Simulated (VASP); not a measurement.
Write the native input for VASP 6.6.1 that does the following.

- Task: relaxation of cell and atoms
- Functional: PBE
- Potentials or basis: VASP PAW PBE potentials, release 64 (K_sv, Zn, F)
- Cutoff: 600 eV
- k mesh: 6 × 6 × 6
- Occupations: gaussian, width 0.02 eV
- Spin: no spin polarisation
- Target pressure: 30 GPa
- Dipole correction: no
- Further INCAR settings: ALGO = Normal; EDIFF = 1e-07; IBRION = 2; EDIFFG = -0.008; NSW = 70; ISIF = 3

The structure of KZnF3 lies in POSCAR:

```
KZnF3
1.0
    3.8214584368      0.0000000000      0.0000000000
    0.0000000000      3.8214584368      0.0000000000
    0.0000000000      0.0000000000      3.8214584368
K Zn F
1 1 3
Direct
    0.0000000000      0.0000000000      0.0000000000
    0.5000000000      0.5000000000      0.5000000000
    0.0000000000      0.5000000000      0.5000000000
    0.5000000000      0.0000000000      0.5000000000
    0.5000000000      0.5000000000      0.0000000000
```

The input as run:

INCAR

```
SYSTEM = KZnF3
PREC     = Accurate       ! precision mode
ENCUT    = 600            ! plane-wave cutoff, eV
EDIFF    = 1E-7           ! SCF threshold, eV
ISMEAR   = 0              ! smearing method
SIGMA    = 0.02           ! smearing width, eV
LREAL    = .False.        ! projectors in reciprocal space
LASPH    = .True.         ! aspherical terms in the spheres
NELM     = 80             ! most SCF steps
ALGO     = Normal         ! electronic algorithm
ISIF     = 3              ! what is computed and relaxed
LWAVE    = .False.        ! write WAVECAR
LCHARG   = .False.        ! write CHGCAR
GGA      = PE             ! functional
IBRION   = 2              ! ionic algorithm
NSW      = 70             ! ionic steps
EDIFFG   = -0.008         ! ionic threshold
PSTRESS  = 300.0
```

KPOINTS

```
regular mesh
0
Gamma
  6 6 6
  0 0 0
```

Potentials or basis: VASP PAW PBE potentials, release 64 (K_sv, Zn, F).

The run is started by

```sh
$ cat potpaw_PBE.64/K_sv/POTCAR potpaw_PBE.64/Zn/POTCAR potpaw_PBE.64/F/POTCAR > POTCAR
$ mpirun -np 1 vasp_std > vasp.out
```

Results of the run:

```json
{
  "Relaxed volume": "11.08 Å³/atom",
  "Relaxed cell": "a = 3.812 Å, b = 3.812 Å, c = 3.812 Å, α = 90.00°, β = 90.00°, γ = 90.00°",
  "Space group after relaxing (to 0.1 Å)": "Pm-3m (No. 221)",
  "Energy change on relaxing (the run minimises the enthalpy)": "+14.8 meV/atom",
  "Ionic steps": "3",
  "Pressure after relaxing": "30.0 GPa",
  "Band gap on the k mesh": "4.30 eV (least direct gap 7.33 eV)"
}
```

Caveat: the cell is relaxed towards a set pressure, so the run minimises the enthalpy, not the energy.

It took 54 s on 1 thread of AMD EPYC 9R45 96-Core Processor (Zen 5) (shared host), peak memory 0.17 GiB.
